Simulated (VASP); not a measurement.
Crystal: C.

```xyz
2
Lattice="0.0000 1.7800 1.7800 1.7800 0.0000 1.7800 1.7800 1.7800 0.0000" Properties=species:S:1:pos:R:3 pbc="T T T"
C     0.0000    0.0000    0.0000
C     0.8900    0.8900    0.8900
```

| Quantity | Value |
| --- | --- |
| Program | VASP 6.6.1 |
| Task | relaxation of cell and atoms |
| Functional | LDA |
| Potentials or basis | VASP PAW LDA potentials, release 64 (C) |
| Cutoff | 600 eV |
| k mesh | 10 × 10 × 10 |
| Occupations | gaussian, width 0.1 eV |
| Spin | no spin polarisation |

At the start: pressure -9.9 GPa; volume 5.64 Å³/atom.

**Question.** How do energy, volume and symmetry change on relaxing?

**Answer.** Over 3 steps the energy falls by 3.9 meV/atom and the volume is 5.52 Å³/atom (-2.2 %); space group Fd-3m (No. 227, to 0.05 Å).

Step by step:
```csv
step,energy change (eV),largest force (eV/Å),pressure (GPa),volume (Å³)
1,0.0000,0.0000,-9.95,11.28
2,0.0057,0.0000,14.15,10.72
3,-0.0078,0.0000,-0.07,11.03
```

Final structure:
```cif
data_structure
_symmetry_space_group_name_H-M 'P 1'
_symmetry_Int_Tables_number 1
_cell_length_a 2.4988
_cell_length_b 2.4988
_cell_length_c 2.4988
_cell_angle_alpha 60.000
_cell_angle_beta 60.000
_cell_angle_gamma 60.000
_cell_volume 11.03
loop_
_atom_site_label
_atom_site_type_symbol
_atom_site_fract_x
_atom_site_fract_y
_atom_site_fract_z
_atom_site_occupancy
C1 C 0.00000 0.00000 0.00000 1
C2 C 0.25000 0.25000 0.25000 1
```
